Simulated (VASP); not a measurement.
# Na16F15 (a cell with a defect) in VASP: further runs

Na16F15 (a cell with a defect) is run at these levels: PBE; tasks: single point.

Everything below comes from runs of VASP 6.6.1. Logs are shortened: lines on timing, memory, paths and dates and some standing lists are left out, and cuts for length are marked.

**1. The cell of the first run**

The cell holds a defect, 31 atoms: a = 8.141 Å, b = 8.141 Å, c = 8.141 Å, α = 109.47°, β = 109.47°, γ = 109.47°.

**2. Single point, PBE**

File INCAR:

```
ALGO = Normal ; EDIFF = 1E-7
ENCUT = 520 ; GGA = PE
ISIF = 2 ; ISMEAR = 0
LASPH = T ; LCHARG = T
LELF = T ; LREAL = Auto
LVHAR = T ; LWAVE = F
NBANDS = 130 ; NELECT = 216.0
NELM = 100 ; PREC = Accurate
SIGMA = 0.01
```

File KPOINTS:

```
Automatic mesh
0
Gamma
  2 2 2
  0.5 0.5 0.5
```

File POSCAR:

```
Na16F15
1.0
   -4.6999823628      4.6999823628      4.6999823628
    4.6999823628     -4.6999823628      4.6999823628
    4.6999823628      4.6999823628     -4.6999823628
Na F
16 15
Direct
    0.0000000000      0.2500000000      0.7500000000
    0.0000000000      0.5000000000      0.5000000000
    0.0000000000      0.7500000000      0.2500000000
    0.2500000000      0.0000000000      0.7500000000
    0.0000000000      0.0000000000      0.0000000000
    0.2500000000      0.2500000000      0.5000000000
    0.2318538872      0.4818538872      0.2500000000
    0.5000000000      0.7500000000      0.7500000000
    0.2318538872      0.7500000000     -0.0181461128
    0.5000000000      0.0181461128      0.5181461128
    0.5000000000      0.2500000000      0.2500000000
    0.7500000000      0.5000000000      0.7500000000
    0.5000000000      0.4818538872     -0.0181461128
    0.7681461128      0.7500000000      0.5181461128
    0.7681461128      0.0181461128      0.2500000000
    0.7500000000      0.2500000000      0.0000000000
    0.5000000000     -0.0041408855      0.0041408855
    0.5000000000      0.2500000000      0.7500000000
    0.7458591145      0.5041408855      0.2500000000
    0.5000000000      0.5041408855      0.4958591145
    0.7458591145      0.7500000000      0.0041408855
    0.7458591145     -0.0041408855      0.7417182290
    0.0000000000      0.2500000000      0.2500000000
    0.7458591145      0.2417182290      0.4958591145
    0.0082817710      0.5041408855      0.0041408855
    0.0000000000      0.7500000000      0.7500000000
    0.2541408855     -0.0041408855      0.2500000000
   -0.0082817710     -0.0041408855      0.4958591145
    0.2541408855      0.2582817710      0.0041408855
    0.2541408855      0.5041408855      0.7582817710
    0.2541408855      0.7500000000      0.4958591145
```

Potentials or basis: VASP PAW PBE potentials, release 64 (Na_pv, F).

On the command line:

```
$ cat potpaw_PBE.64/Na_pv/POTCAR potpaw_PBE.64/F/POTCAR > POTCAR
$ mpirun -np 1 vasp_std > vasp.out
```

OUTCAR:

```text
EDIFF = 1E-7
   ENCUT = 520
   GGA = PE
   ISIF = 2
   ISMEAR = 0
   LASPH = T
   LREAL = Auto
   NELECT = 216.0
   NELM = 100
   PREC = Accurate

 ion  position               nearest neighbor table
   1  0.000  0.250  0.750-
   2  0.000  0.500  0.500-
   3  0.000  0.750  0.250-
   4  0.250  0.000  0.750-
   5  0.000  0.000  0.000-
   6  0.250  0.250  0.500-
   7  0.232  0.482  0.250-  23 2.18  20 2.32  25 2.32  29 2.32  31 2.32
   8  0.500  0.750  0.750-
   9  0.232  0.750  0.982-  26 2.18  17 2.32  27 2.32  30 2.32  25 2.32
  10  0.500  0.018  0.518-  18 2.18  31 2.32  27 2.32  22 2.32  24 2.32
  11  0.500  0.250  0.250-
  12  0.750  0.500  0.750-
  13  0.500  0.482  0.982-  18 2.18  21 2.32  19 2.32  30 2.32  29 2.32
  14  0.768  0.750  0.518-  26 2.18  20 2.32  22 2.32  19 2.32  28 2.32
  15  0.768  0.018  0.250-  23 2.18  21 2.32  17 2.32  24 2.32  28 2.32
  16  0.750  0.250  0.000-
  17  0.500  0.996  0.004-   9 2.32  15 2.32
  18  0.500  0.250  0.750-  10 2.18  13 2.18
  19  0.746  0.504  0.250-  13 2.32  14 2.32
  20  0.500  0.504  0.496-  14 2.32   7 2.32
  21  0.746  0.750  0.004-  13 2.32  15 2.32
  22  0.746  0.996  0.742-  10 2.32  14 2.32
  23  0.000  0.250  0.250-   7 2.18  15 2.18
  24  0.746  0.242  0.496-  15 2.32  10 2.32
  25  0.008  0.504  0.004-   7 2.32   9 2.32
  26  0.000  0.750  0.750-   9 2.18  14 2.18
  27  0.254  0.996  0.250-   9 2.32  10 2.32
  28  0.992  0.996  0.496-  15 2.32  14 2.32
  29  0.254  0.258  0.004-   7 2.32  13 2.32
  30  0.254  0.504  0.758-   9 2.32  13 2.32
  31  0.254  0.750  0.496-  10 2.32   7 2.32

  LATTYP: Found a body centered cubic cell.
 ALAT       =     9.3999647256

  Lattice vectors:

 A1 = (  -4.6999823628,   4.6999823628,   4.6999823628)
 A2 = (   4.6999823628,  -4.6999823628,   4.6999823628)
 A3 = (   4.6999823628,   4.6999823628,  -4.6999823628)

Analysis of symmetry for initial positions (statically):
=====================================================================
 Subroutine PRICEL returns:
 Original cell was already a primitive cell.

 Routine SETGRP: Setting up the symmetry group for a
 body centered cubic supercell.

 Subroutine GETGRP returns: Found 48 space group operations
 (whereof  8 operations were pure point group operations)
 out of a pool of 48 trial point group operations.

The static configuration has the point symmetry D_2d.
 The point group associated with its full space group is O_h .

Analysis of symmetry for dynamics (positions and initial velocities):
=====================================================================
 Subroutine PRICEL returns:
 Original cell was already a primitive cell.

 Routine SETGRP: Setting up the symmetry group for a
 body centered cubic supercell.

 Subroutine GETGRP returns: Found 48 space group operations
 (whereof  8 operations were pure point group operations)
 out of a pool of 48 trial point group operations.

The dynamic configuration has the point symmetry D_2d.
 The point group associated with its full space group is O_h .

 Subroutine INISYM returns: Found 48 space group operations
 (whereof  8 operations are pure point group operations),
 and found     1 'primitive' translations

----------------------------------------------------------------------------------------

                                     Primitive cell

  volume of cell :     415.2873

  direct lattice vectors                    reciprocal lattice vectors
    -4.699982363  4.699982363  4.699982363     0.000000000  0.106383378  0.106383378
     4.699982363 -4.699982363  4.699982363     0.106383378  0.000000000  0.106383378
     4.699982363  4.699982363 -4.699982363     0.106383378  0.106383378  0.000000000

  length of vectors
     8.140608247  8.140608247  8.140608247     0.150448816  0.150448816  0.150448816

  position of ions in fractional coordinates (direct lattice)
     0.000000000  0.250000000  0.750000000
     0.000000000  0.500000000  0.500000000
     0.000000000  0.750000000  0.250000000
     0.250000000  0.000000000  0.750000000
     0.000000000  0.000000000  0.000000000
     0.250000000  0.250000000  0.500000000
[... 23 lines left out ...]
     0.254140886  0.504140886  0.758281771
     0.254140886  0.750000000  0.495859114

  ion indices of the primitive-cell ions
   primitive index   ion index
                 1           1
                 2           2
                 3           3
                 4           4
                 5           5
                 6           6
[... 23 lines left out ...]
                30          30
                31          31

----------------------------------------------------------------------------------------

 KPOINTS: Automatic mesh

Automatic generation of k-mesh.
 Grid dimensions read from file:
 generate k-points for:    2    2    2

 Generating k-lattice:

  Cartesian coordinates                     Fractional coordinates (reciprocal lattice)
     0.000000000  0.053191689  0.053191689     0.500000000  0.000000000  0.000000000
     0.053191689  0.000000000  0.053191689     0.000000000  0.500000000  0.000000000
     0.053191689  0.053191689  0.000000000     0.000000000  0.000000000  0.500000000

  Length of vectors
     0.075224408  0.075224408  0.075224408

  Shift w.r.t. Gamma in fractional coordinates (k-lattice)
     0.500000000  0.500000000  0.500000000

 Subroutine IBZKPT returns following result:
 ===========================================

 Found      2 irreducible k-points:

 Following reciprocal coordinates:
            Coordinates               Weight
  0.250000  0.250000  0.250000      2.000000
 -0.250000  0.250000  0.250000      6.000000
   k-points           NKPTS =      2   k-points in BZ     NKDIM =      2   number of bands    NBANDS=    130
   number of dos      NEDOS =    301   number of ions     NIONS =     31
   total plane-waves  NPLWV = 262144
   dimension x,y,z NGX =    64 NGY =   64 NGZ =   64
   dimension x,y,z NGXF=   128 NGYF=  128 NGZF=  128
   ions per type =              16  15
   NGX,Y,Z   is equivalent  to a cutoff of  13.07, 13.07, 13.07 a.u.
   NGXF,Y,Z  is equivalent  to a cutoff of  26.14, 26.14, 26.14 a.u.
 SYSTEM =  unknown system
   PREC   = accura    normal or accurate (medium, high low for compatibility)
   ISTART =      0    job   : 0-new  1-cont  2-samecut
   ICHARG =      2    charge: 1-file 2-atom 10-const
   ISPIN  =      1    spin polarized calculation?
   LNONCOLLINEAR =      F non collinear calculations
   LSORBIT =      F    spin-orbit coupling
   LASPH  =      T    aspherical Exc in radial PAW
   ENCUT  =  520.0 eV  38.22 Ry    6.18 a.u.  15.14 15.14 15.14*2*pi/ulx,y,z
   NELM   =    100;   NELMIN=  2; NELMDL= -5     # of ELM steps
   EDIFF  = 0.1E-06   stopping-criterion for ELM
   LREAL  =      T    real-space projection
   EDIFFG = 0.1E-05   stopping-criterion for IOM
   NSW    =      0    number of steps for IOM
   IBRION =     -1    ionic relax: 0-MD 1-quasi-New 2-CG
   NFREE  =      0    steps in history (QN), initial steepest desc. (CG)
   ISIF   =      2    stress and relaxation
   ISYM   =      2    0-nonsym 1-usesym 2-fastsym
   POTIM  = 0.5000    time-step for ionic-motion
   TEBEG  =    0.0;   TEEND  =   0.0 temperature during run
   PSTRESS=    0.0 pullay stress
   NELECT =     216.0000    total number of electrons
   NUPDOWN=      -1.0000    fix difference up-down
   EMIN   =  10.00;   EMAX   =-10.00  energy-range for DOS
   EFERMI =   0.00;   METHOD = LEGACY
   ISMEAR =     0;   SIGMA  =   0.01  broadening in eV -4-tet -1-fermi 0-gaus
   EFERMI_NEDOS =   21; number of points for ismear=-14 and -15
   IALGO  =     38    algorithm
   IMIX   =      4    mixing-type and parameters
     AMIX     =   0.40;   BMIX     =  1.00
     AMIX_MAG =   1.60;   BMIX_MAG =  1.00
  volume/ion in A,a.u.               =      13.40        90.40
  Fermi-wavevector in a.u.,A,eV,Ry     =   1.316568  2.487952 23.583665  1.733350
  Thomas-Fermi vector in A             =   2.446671
   LORBIT       =      0    0 simple, 1 ext, 2 COOP (PROOUT), +10 PAW based schemes
   GGA     = PE    functional components
   LHFCALC =     F    Hartree Fock is set to
   AEXX    =    0.0000 exact exchange contribution
   IVDW    =     0    specifies the selected vdW correction
   LEPSILON=     F    determine dielectric tensor
   LRPA    =     F    only Hartree local field effects (RPA)
 non-spin polarized calculation
 Gauss-broadening in eV      SIGMA  =   0.01
  energy-cutoff  :      520.00
  volume of cell :      415.29
 maximum number of plane-waves:     11205
 NGX is ok and might be reduce to    64
   NGX = 31   NGY = 31   NGZ = 31

 number of electron     215.9999902 magnetization

 Free energy of the ion-electron system (eV)
  ---------------------------------------------------
  ext. energy  EPLUGINS =         0.00000000
  ---------------------------------------------------
  free energy    TOTEN  =      -131.80531996 eV

  energy without entropy =     -131.80531996  energy(sigma->0) =     -131.80531996

 E-fermi :  -2.2120     XC(G=0):  -8.7089

 val. band max:       -2.3290626712   @ k =  -0.2500   0.2500   0.2500
 cond. band min:       3.5961713267   @ k =  -0.2500   0.2500   0.2500
 fundamental gap:      5.9252339979
 Fermi energy:        -2.2120305221

 k-point     1 :       0.2500    0.2500    0.2500
  band No.  band energies     occupation
      1     -22.1191      2.00000
      2     -22.1191      2.00000
      3     -22.1191      2.00000
      4     -21.8735      2.00000
      5     -21.8735      2.00000
      6     -21.8735      2.00000
[... 112 lines left out ...]
    119       8.7626      0.00000
    120       8.8924      0.00000

 k-point     2 :      -0.2500    0.2500    0.2500
  band No.  band energies     occupation
      1     -22.1997      2.00000
      2     -22.1144      2.00000
      3     -22.0309      2.00000
      4     -21.9792      2.00000
      5     -21.9543      2.00000
      6     -21.9543      2.00000
[... 112 lines left out ...]
    119       8.6679      0.00000
    120       9.1389      0.00000
 [bands above 120 left out]

------------------------ aborting loop because EDIFF is reached ----------------------------------------

  FORCE on cell =-STRESS in cart. coord.  units (eV):
  Direction    XX          YY          ZZ          XY          YZ          ZX
  --------------------------------------------------------------------------------------
  -------------------------------------------------------------------------------------
  Total       -3.6362435     -3.6362435     -3.6362435     -0.0000000      0.0000000     -0.0000000
  in kB      -14.0286171    -14.0286171    -14.0286171     -0.0000000      0.0000000     -0.0000000
  external PRESSURE =     -14.0286171 kB  Pullay stress =       0.0000000 kB

 VOLUME and BASIS-vectors are now :
 -----------------------------------------------------------------------------
  energy-cutoff  :      520.00
  volume of cell :      415.29
      direct lattice vectors                 reciprocal lattice vectors
    -4.699982363  4.699982363  4.699982363     0.000000000  0.106383378  0.106383378
     4.699982363 -4.699982363  4.699982363     0.106383378  0.000000000  0.106383378
     4.699982363  4.699982363 -4.699982363     0.106383378  0.106383378  0.000000000

 POSITION                                       TOTAL-FORCE (eV/Angst)
 -----------------------------------------------------------------------------------
      4.69998      2.34999     -2.34999        -0.000000      0.000000     -0.000000
      4.69998      0.00000      0.00000        -0.000000      0.000000     -0.000000
      4.69998     -2.34999      2.34999        -0.000000      0.000000     -0.000000
      2.34999      4.69998     -2.34999        -0.000000      0.000000     -0.000000
      0.00000      0.00000      0.00000        -0.000000      0.000000     -0.000000
      2.34999      2.34999      0.00000        -0.000000      0.000000     -0.000000
[... 23 lines left out ...]
      4.73891      2.38892      0.00000         0.018597      0.018597     -0.000000
      4.66106      0.00000      2.38892        -0.018597      0.000000      0.018597
 -----------------------------------------------------------------------------------
    total drift:                               -0.000000     -0.000000      0.000000

  FREE ENERGIE OF THE ION-ELECTRON SYSTEM (eV)
  ---------------------------------------------------
  free  energy   TOTEN  =      -131.8053199567 eV

  energy  without entropy=     -131.8053199567  energy(sigma->0) =     -131.80531996
```

Run time: 3.7 min. Hardware: 1 thread of Intel Xeon 6975P-C (Granite Rapids), shared host; peak memory 0.55 GiB.

Results:

```yaml
Free_energy: -131.8053 eV
Largest_force: 0.026 eV/Å
```

Forces on the atoms (eV/Å):
```
Na   0.000  0.000  0.000
Na   0.000  0.000  0.000
Na   0.000  0.000  0.000
Na   0.000  0.000  0.000
Na   0.000  0.000  0.000
Na   0.000  0.000  0.000
Na   0.000  0.000  0.026
Na   0.000  0.000  0.000
Na   0.000  0.026  0.000
Na  -0.026  0.000  0.000
Na   0.000  0.000  0.000
Na   0.000  0.000  0.000
Na   0.026  0.000  0.000
Na   0.000 -0.026  0.000
Na   0.000  0.000 -0.026
Na   0.000  0.000  0.000
F    0.000  0.019 -0.019
F    0.000  0.000  0.000
F    0.019 -0.019  0.000
F    0.000 -0.019  0.019
F    0.019  0.000 -0.019
F   -0.019 -0.019  0.000
F    0.000  0.000  0.000
F   -0.019  0.000 -0.019
F    0.000  0.019  0.019
F    0.000  0.000  0.000
F   -0.019  0.019  0.000
F    0.000 -0.019 -0.019
F    0.019  0.000  0.019
F    0.019  0.019  0.000
F   -0.019  0.000  0.019
```

Caveat: the cell carries a net charge on a neutralising background, which shifts energy and pressure; the cell is charged against a uniform background, so pressure and absolute levels hang on convention.

**3. Single point, PBE**

File INCAR:

```
SYSTEM = Na16F15
  PREC = Accurate
  ENCUT = 520
  EDIFF = 1E-7
  ISMEAR = 0
  SIGMA = 0.01
  LREAL = Auto
  LASPH = .True.
  NELM = 60
  ALGO = Normal
  ISIF = 2
  LWAVE = .False.
  LCHARG = .False.
  GGA = PE
  NELECT = 216.0
  NBANDS = 130
```

KPOINTS is that of step 2.

File POSCAR:

```
Na16F15
1.0
   -4.6999823628      4.6999823628      4.6999823628
    4.6999823628     -4.6999823628      4.6999823628
    4.6999823628      4.6999823628     -4.6999823628
Na F
16 15
Direct
    0.0000000000      0.2500000000      0.7500000000
    0.0000000000      0.5000000000      0.5000000000
    0.0000000000      0.7500000000      0.2500000000
    0.2500000000      0.0000000000      0.7500000000
    0.0000000000      0.0000000000      0.0000000000
    0.2500000000      0.2500000000      0.5000000000
    0.2323490074      0.4823490074      0.2500000000
    0.5000000000      0.7500000000      0.7500000000
    0.2323490074      0.7500000000     -0.0176509926
    0.5000000000      0.0176509926      0.5176509926
    0.5000000000      0.2500000000      0.2500000000
    0.7500000000      0.5000000000      0.7500000000
    0.5000000000      0.4823490074     -0.0176509926
    0.7676509926      0.7500000000      0.5176509926
    0.7676509926      0.0176509926      0.2500000000
    0.7500000000      0.2500000000      0.0000000000
    0.5000000000     -0.0045946496      0.0045946496
    0.5000000000      0.2500000000      0.7500000000
    0.7454053504      0.5045946496      0.2500000000
    0.5000000000      0.5045946496      0.4954053504
    0.7454053504      0.7500000000      0.0045946496
    0.7454053504     -0.0045946496      0.7408107008
    0.0000000000      0.2500000000      0.2500000000
    0.7454053504      0.2408107008      0.4954053504
    0.0091892992      0.5045946496      0.0045946496
    0.0000000000      0.7500000000      0.7500000000
    0.2545946496     -0.0045946496      0.2500000000
   -0.0091892992     -0.0045946496      0.4954053504
    0.2545946496      0.2591892992      0.0045946496
    0.2545946496      0.5045946496      0.7591892992
    0.2545946496      0.7500000000      0.4954053504
```

Potentials or basis: VASP PAW PBE potentials, release 64 (Na_pv, F).

On the command line:

```
$ cat potpaw_PBE.64/Na_pv/POTCAR potpaw_PBE.64/F/POTCAR > POTCAR
$ mpirun -np 1 vasp_std > vasp.out
```

Wall time 3.1 min (1 thread of Intel Xeon 6975P-C (Granite Rapids), shared host); peak memory 0.56 GiB.

Results (log left out):

```yaml
Free_energy: -131.8068 eV
Largest_force: 0.010 eV/Å
```

Forces on the atoms (eV/Å):
```
Na   0.000  0.000  0.000
Na   0.000  0.000  0.000
Na   0.000  0.000  0.000
Na   0.000  0.000  0.000
Na   0.000  0.000  0.000
Na   0.000  0.000  0.000
Na   0.000  0.000  0.010
Na   0.000  0.000  0.000
Na   0.000  0.010  0.000
Na  -0.010  0.000  0.000
Na   0.000  0.000  0.000
Na   0.000  0.000  0.000
Na   0.010  0.000  0.000
Na   0.000 -0.010  0.000
Na   0.000  0.000 -0.010
Na   0.000  0.000  0.000
F    0.000  0.001 -0.001
F    0.000  0.000  0.000
F    0.001 -0.001  0.000
F    0.000 -0.001  0.001
F    0.001  0.000 -0.001
F   -0.001 -0.001  0.000
F    0.000  0.000  0.000
F   -0.001  0.000 -0.001
F    0.000  0.001  0.001
F    0.000  0.000  0.000
F   -0.001  0.001  0.000
F    0.000 -0.001 -0.001
F    0.001  0.000  0.001
F    0.001  0.001  0.000
F   -0.001  0.000  0.001
```

Levels at points of the mesh, in eV from the Fermi level:
```
           k point  band 105  band 106  band 107  band 108  band 109  band 110  band 111  band 112
(0.25, 0.25, 0.25)     -0.16     -0.13     -0.13     -0.13      6.06      7.69      7.69      7.69
```

Caveat: the cell carries a net charge on a neutralising background, which shifts energy and pressure; the cell is charged against a uniform background, so pressure and absolute levels hang on convention.
